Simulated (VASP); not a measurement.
Si2Ni, 3 atoms in the cell. Symmetry: Fm-3m, No. 225, cubic system. Conventional cell: a = 5.080 Å, b = 5.080 Å, c = 5.080 Å, α = 90.00°, β = 90.00°, γ = 90.00°. Si (site symmetry -43m) has 4 Ni at 2.20 Å and 6 Si at 2.54 Å within 2.9 Å. Within 2.9 Å of Ni (site symmetry m-3m) lie 8 Si at 2.20 Å. 

| Quantity | Value |
| --- | --- |
| Program | VASP 6.6.1 |
| Task | relaxation of cell and atoms |
| Functional | PBE |
| Potentials or basis | VASP PAW PBE potentials, release 64 (Si, Ni) |
| Cutoff | 600 eV |
| k mesh | 14 × 14 × 14 |
| Occupations | gaussian, width 0.1 eV |
| Spin | no spin polarisation |
| Target pressure | 50 GPa |
| Dipole correction | no |
| Further INCAR settings | ALGO = Normal; EDIFF = 1e-07; IBRION = 2; EDIFFG = -0.008; NSW = 70; ISIF = 3 |

Potentials or basis: VASP PAW PBE potentials, release 64 (Si, Ni).

The run is started by

```console
$ cat potpaw_PBE.64/Si/POTCAR potpaw_PBE.64/Ni/POTCAR > POTCAR
$ mpirun -np 1 vasp_std > vasp.out
```

Hardware: 1 thread of Intel(R) Xeon(R) Platinum 8488C (Sapphire Rapids), on a shared host.

Task: How long does it take, and how much memory?

Result: Run time: 2.1 min on 1 thread of Intel(R) Xeon(R) Platinum 8488C (Sapphire Rapids) (shared host), peak memory 0.21 GiB. Counts: scf iterations 34, k points 104, ion steps 3.
